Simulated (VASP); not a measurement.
# SiRuCl (P4_2/mmc) in VASP: notebook, part 2 of 2

VASP 6.6.1.

### 4 Single point, PBE, collinear spin, ferromagnetic start

This run uses another cell than the first one, of 17.58 Å³/atom.

File INCAR:

```
ALGO = Normal
EDIFF = 1E-7
ENCUT = 520
GGA = PE
ISIF = 2
ISMEAR = 0
ISPIN = 2
LASPH = T
LCHARG = F
LMAXMIX = 4
LORBIT = 11
LREAL = F
LWAVE = F
MAGMOM = 0 0 1 1 0 0
NBANDS = 38
NELM = 150
PREC = Accurate
SIGMA = 0.1
```

File KPOINTS:

```
k-points
0
Gamma
  4 4 4
```

File POSCAR:

```
SiRuCl
1.0
    3.8338314300      0.0000000000      0.0000000000
    0.0000000000      3.8338314300      0.0000000000
    0.0000000000      0.0000000000      7.1750372600
Si Ru Cl
2 2 2
Direct
    0.5000000000      0.5000000000      0.0000000000
    0.5000000000      0.5000000000      0.5000000000
    0.5000000000      0.0000000000      0.5000000000
    0.0000000000      0.5000000000      0.0000000000
    0.0000000000      0.0000000000      0.7500000000
    0.0000000000      0.0000000000      0.2500000000
```

Potentials or basis: VASP PAW PBE potentials, release 64 (Si, Ru_pv, Cl).

On the command line:

```console
$ cat potpaw_PBE.64/Si/POTCAR potpaw_PBE.64/Ru_pv/POTCAR potpaw_PBE.64/Cl/POTCAR > POTCAR
$ mpirun -np 1 vasp_std > vasp.out
```

OUTCAR:

```text
EDIFF = 1E-7
   ENCUT = 520
   GGA = PE
   ISIF = 2
   ISMEAR = 0
   ISPIN = 2
   LASPH = T
   LORBIT = 11
   LREAL = F
   NELM = 150
   PREC = Accurate

 ion  position               nearest neighbor table
   1  0.500  0.500  0.000-   4 1.92   4 1.92
   2  0.500  0.500  0.500-   3 1.92   3 1.92
   3  0.500  0.000  0.500-   2 1.92   2 1.92   6 2.63   5 2.63   5 2.63   6 2.63
   4  0.000  0.500  0.000-   1 1.92   1 1.92   6 2.63   5 2.63   6 2.63   5 2.63
   5  0.000  0.000  0.750-   3 2.63   4 2.63   4 2.63   3 2.63
   6  0.000  0.000  0.250-   3 2.63   4 2.63   4 2.63   3 2.63

  LATTYP: Found a simple tetragonal cell.
 ALAT       =     3.8338314300
 C/A-ratio  =     1.8715056702

  Lattice vectors:

 A1 = (   3.8338314300,   0.0000000000,   0.0000000000)
 A2 = (   0.0000000000,   3.8338314300,   0.0000000000)
 A3 = (   0.0000000000,   0.0000000000,   7.1750372600)

Analysis of symmetry for initial positions (statically):
[... 1650 lines left out ...]
  -------------------------------------------------------------------------------------
  Total       36.4045470     36.4045470     -0.8035873      0.0000000      0.0000000      0.0000000
  in kB      553.0648101    553.0648101    -12.2082519      0.0000000      0.0000000      0.0000000
  external PRESSURE =     364.6404561 kB  Pullay stress =       0.0000000 kB

 VOLUME and BASIS-vectors are now :
 -----------------------------------------------------------------------------
  energy-cutoff  :      520.00
  volume of cell :      105.46
      direct lattice vectors                 reciprocal lattice vectors
     3.833831430  0.000000000  0.000000000     0.260835673  0.000000000  0.000000000
     0.000000000  3.833831430  0.000000000     0.000000000  0.260835673  0.000000000
     0.000000000  0.000000000  7.175037260     0.000000000  0.000000000  0.139372099

 POSITION                                       TOTAL-FORCE (eV/Angst)
 -----------------------------------------------------------------------------------
      1.91692      1.91692      0.00000         0.000000     -0.000000      0.000000
      1.91692      1.91692      3.58752         0.000000     -0.000000      0.000000
      1.91692      0.00000      3.58752         0.000000     -0.000000      0.000000
      0.00000      1.91692      0.00000         0.000000     -0.000000      0.000000
      0.00000      0.00000      5.38128         0.000000     -0.000000     -0.000000
      0.00000      0.00000      1.79376        -0.000000      0.000000      0.000000
 -----------------------------------------------------------------------------------
    total drift:                                0.000000      0.000000      0.000000

  FREE ENERGIE OF THE ION-ELECTRON SYSTEM (eV)
  ---------------------------------------------------
  free  energy   TOTEN  =       -23.9663527835 eV

  energy  without entropy=      -23.9462660125  energy(sigma->0) =      -23.95630940

 total charge

# of ion       s       p       d       tot
------------------------------------------
    1        0.964   0.911   0.000   1.875
    2        0.964   0.911   0.000   1.875
    3        0.323   6.263   6.706  13.291
    4        0.323   6.263   6.706  13.291
    5        1.639   3.351   0.000   4.990
    6        1.639   3.351   0.000   4.990
--------------------------------------------------
tot          5.851  21.049  13.412  40.313

 magnetization (x)

# of ion       s       p       d       tot
------------------------------------------
    1       -0.000  -0.006   0.000  -0.006
    2       -0.000  -0.006   0.000  -0.006
    3        0.002   0.003   0.178   0.183
    4        0.002   0.003   0.178   0.183
    5        0.003   0.023   0.000   0.026
    6        0.003   0.023   0.000   0.026
--------------------------------------------------
tot          0.010   0.040   0.356   0.406
```

OSZICAR:

```text
N       E                     dE             d eps       ncg     rms          rms(c)
DAV:   1     0.431889182656E+03    0.43189E+03   -0.27127E+04  2936   0.126E+03
DAV:   2    -0.335241401844E+01   -0.43524E+03   -0.41403E+03  3068   0.340E+02
DAV:   3    -0.245383215907E+02   -0.21186E+02   -0.20733E+02  3268   0.722E+01
DAV:   4    -0.248721536028E+02   -0.33383E+00   -0.33324E+00  3238   0.925E+00
DAV:   5    -0.248798364409E+02   -0.76828E-02   -0.76822E-02  3594   0.130E+00    0.273E+01
DAV:   6    -0.241213017879E+02    0.75853E+00   -0.10683E+00  3150   0.616E+00    0.162E+01
DAV:   7    -0.239822964436E+02    0.13901E+00   -0.10440E+00  3108   0.493E+00    0.631E+00
DAV:   8    -0.239658056413E+02    0.16491E-01   -0.19360E-01  3038   0.257E+00    0.220E+00
DAV:   9    -0.239669103734E+02   -0.11047E-02   -0.20026E-02  3310   0.942E-01    0.108E+00
DAV:  10    -0.239662806408E+02    0.62973E-03   -0.78883E-03  3088   0.462E-01    0.427E-01
DAV:  11    -0.239662597312E+02    0.20910E-04   -0.22290E-03  3060   0.296E-01    0.189E-01
DAV:  12    -0.239662891353E+02   -0.29404E-04   -0.30631E-04  3058   0.120E-01    0.655E-02
DAV:  13    -0.239663384340E+02   -0.49299E-04   -0.94562E-05  3228   0.485E-02    0.354E-02
DAV:  14    -0.239663513853E+02   -0.12951E-04   -0.26136E-05  3354   0.237E-02    0.160E-02
DAV:  15    -0.239663528668E+02   -0.14815E-05   -0.38187E-06  3334   0.962E-03    0.556E-03
DAV:  16    -0.239663525671E+02    0.29970E-06   -0.47555E-07  2760   0.365E-03    0.559E-03
DAV:  17    -0.239663527446E+02   -0.17750E-06   -0.82160E-07  2972   0.428E-03    0.154E-03
DAV:  18    -0.239663527835E+02   -0.38914E-07   -0.28821E-08  1674   0.879E-04
   1 F= -.23966353E+02 E0= -.23956309E+02  d E =-.200868E-01  mag=     0.4264
```

Run time: 2.4 min. Hardware: 1 thread of Intel Xeon Platinum 8488C (Sapphire Rapids), shared host; peak memory 0.3 GiB.

Results:

| Quantity | Value |
| --- | --- |
| Free energy | -23.9664 eV |
| Pressure | 36.5 GPa |
| Net moment | 0.43 μB per cell |
| Site moments | Si -0.01; Ru +0.18; Cl +0.03 μB |
| Valence electrons inside the program's atomic spheres | Si 1.88; Ru 13.29; Cl 4.99 |

Stress tensor (GPa, compression positive):
```
55.31  0.00  0.00
 0.00 55.31  0.00
 0.00  0.00 -1.22
```

Levels at points of the mesh, in eV from the Fermi level:
Spin up:
| k point | band 23 | band 24 | band 25 | band 26 | band 27 | band 28 |
| --- | --- | --- | --- | --- | --- | --- |
| (0.00, 0.00, 0.00) | -1.73 | -1.52 | 0.13 | 0.13 | 1.28 | 1.28 |
| (0.50, 0.00, 0.00) | -1.35 | -1.01 | -0.04 | 0.13 | 0.41 | 0.61 |
| (0.50, 0.50, 0.00) | -0.88 | -0.88 | -0.68 | 0.90 | 2.47 | 2.47 |
| (0.00, 0.00, 0.50) | -0.95 | -0.95 | -0.46 | -0.46 | 1.34 | 1.34 |
| (0.50, 0.00, 0.50) | -1.02 | -0.70 | -0.35 | 0.19 | 0.45 | 0.56 |
| (0.50, 0.50, 0.50) | -0.88 | -0.88 | -0.15 | -0.15 | 2.48 | 2.48 |
Spin down:
```
           k point  band 22  band 23  band 24  band 25  band 26  band 27  band 28  band 29
(0.00, 0.00, 0.00)    -2.15    -1.66    -1.46     0.38     0.38     1.28     1.28     1.55
(0.50, 0.00, 0.00)    -1.63    -1.35    -0.95     0.23     0.41     0.48     0.60     2.47
(0.50, 0.50, 0.00)    -3.82    -0.82    -0.82    -0.35     1.16     2.55     2.55     3.34
(0.00, 0.00, 0.50)    -2.18    -0.92    -0.92    -0.22    -0.22     1.37     1.37     1.44
(0.50, 0.00, 0.50)    -1.70    -0.96    -0.71    -0.11     0.44     0.44     0.63     2.41
(0.50, 0.50, 0.50)    -3.64    -0.82    -0.82     0.14     0.14     2.56     2.56     3.47
```

Caveat: the k points lie up to 0.41 Å⁻¹ apart; a moment this small can come from the mesh or the smearing.

### 5 Summary

| task | spin | cell | k mesh | cutoff (eV) | gap on the mesh (eV) | pressure (GPa) |
| --- | --- | --- | --- | --- | --- | --- |
| single point | off | a = 4.483, b = 4.483, c = 5.825 Å, 6 atoms | 8 × 8 × 6 | 520 | none | 0.0 |
| relaxation of cell and atoms | off | relaxed from a = 4.468, b = 4.468, c = 5.877 Å, 6 atoms | 8 × 8 × 6 | 600 | none | 0.0 |
| single point | collinear, ferromagnetic start | a = 3.834, b = 3.834, c = 7.175 Å, 6 atoms | 4 × 4 × 4 | 520 | none | 36.5 |

Alike in all rows: level PBE; potentials or basis VASP PAW PBE potentials, release 64 (Si, Ru_pv, Cl); smearing gaussian 0.1 eV.

Caveats: some runs use coarse meshes; a moment this small can come from the mesh or the smearing (at least some runs).

Total energies depend on the potentials used, so only differences within one code and one set of settings carry meaning.
